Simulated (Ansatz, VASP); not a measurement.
## FeO: VASP beside Ansatz

The input INCAR:

```
SYSTEM = FeO
ALGO = Normal
EDIFF = 1E-6
ENCUT = 520
GGA = PE
ISIF = 2
ISMEAR = 0
ISPIN = 2
LASPH = .True.
LCHARG = .True.
LELF = .True.
LMAXMIX = 4
LORBIT = 11
LREAL = .False.
LVHAR = .True.
LWAVE = .False.
MAGMOM = 3 0
NBANDS = 18
NELM = 150
PREC = Accurate
SIGMA = 0.025
```

File KPOINTS:

```
k-points
0
Gamma
  11 11 11
  0 0 0
```

POSCAR

```
FeO
1.0
    0.0000000000      2.1554000000      2.1554000000
    2.1554000000      0.0000000000      2.1554000000
    2.1554000000      2.1554000000      0.0000000000
Fe O
1 1
Direct
    0.0000000000      0.0000000000      0.0000000000
    0.5000000000      0.5000000000      0.5000000000
```

input.yaml

```yaml
crystal:
  lattice:
    - [0.0, 2.1554, 2.1554]
    - [2.1554, 0.0, 2.1554]
    - [2.1554, 2.1554, 0.0]
  atoms:
    - { symbol: Fe, position: [0.0, 0.0, 0.0], spin: 3.0 }
    - { symbol: O, position: [0.5, 0.5, 0.5] }
hamiltonian:
  xc: pbe
  pseudopotentials: { kind: paw }
magnetization:
  spin_polarized: true
kpoints:
  mp_grid: { grid: [11, 11, 11] }
scf:
  occupations: { method: gaussian, width: 0.025 }
output:
  forces: true
  stress: true
  eigenvalues: true
```

Alike in both runs: task single point; functional PBE; k mesh 11 × 11 × 11; occupations gaussian, width 0.025 eV; collinear spin.

```csv
,VASP,Ansatz
version,VASP 6.6.1,Ansatz 0.2.0
potentials or method,"VASP PAW PBE potentials, release 64 (Fe, O)",Ansatz PAW
plane-wave cutoff (eV),520,420
valence electrons in the cell,14,22
```

VASP gave:

```
gap on the k mesh at the Fermi level (eV)                     : none
pressure (GPa)                                                : -0.2
net moment per atom (μB)                                      : 2.00
size of the moment on the site where the two differ most (μB) : 3.62
```

Question: Which values does Ansatz return?

Answer: gap on the k mesh at the Fermi level (eV): none; pressure (GPa): -0.3; net moment per atom (μB): 2.00; size of the moment on the site where the two differ most (μB): 3.45.

Site moments also hang on the region over which each program counts them. A gap of «none» marks a metal or a gap that the smearing closes. The functional is the same, so the differences come from potentials, cutoffs and numerics. VASP's potentials hold 14 valence electrons a cell and Ansatz's 22, so a difference there can come from the potentials and not from the codes.
